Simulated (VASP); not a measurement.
Input of a VASP 6.6.1 run:

INCAR

```
PREC = Accurate
ENCUT = 520
EDIFF = 1E-7
ISMEAR = 0
SIGMA = 0.15
LREAL = F
LASPH = T
NELM = 60
ALGO = Fast
ISIF = 2
LWAVE = F
LCHARG = F
GGA = PS
IVDW = 12
NBANDS = 14
```

KPOINTS

```
regular mesh
0
Gamma
  18 18 6
```

Contents of POSCAR:

```
Al
1.0
    2.8354013852      0.0000000000      0.0000000000
   -1.4177006926      2.4555296295      0.0000000000
    0.0000000000      0.0000000000      9.6862982121
Al
4
Direct
    0.0000000000      0.0000000000      0.0000000000
    0.3333333333      0.6666666667      0.2500000000
    0.0000000000      0.0000000000      0.5000000000
    0.6666666667      0.3333333333      0.7500000000
```

Potentials or basis: VASP PAW PBE potentials, release 64 (Al).

The run is started by

```bash
$ cat potpaw_PBE.64/Al/POTCAR > POTCAR
$ mpirun -np 1 vasp_std > vasp.out
```

Question: What does it give for the band gap on the k mesh?

Answer: Zero (bands 6 and 7 overlap by 4.69 eV).

Question: Estimate the dispersion energy per atom.

Answer: -0.311 eV.

Question: What does it give for the pressure?

Answer: -5.6 GPa.

Stress tensor (GPa, compression positive):
```
-4.76  0.00  0.00
 0.00 -4.76  0.00
 0.00  0.00 -7.21
```

Caveat: the cell stands under tension; the PAW data sets were made with another functional, which shifts forces and pressure a little.
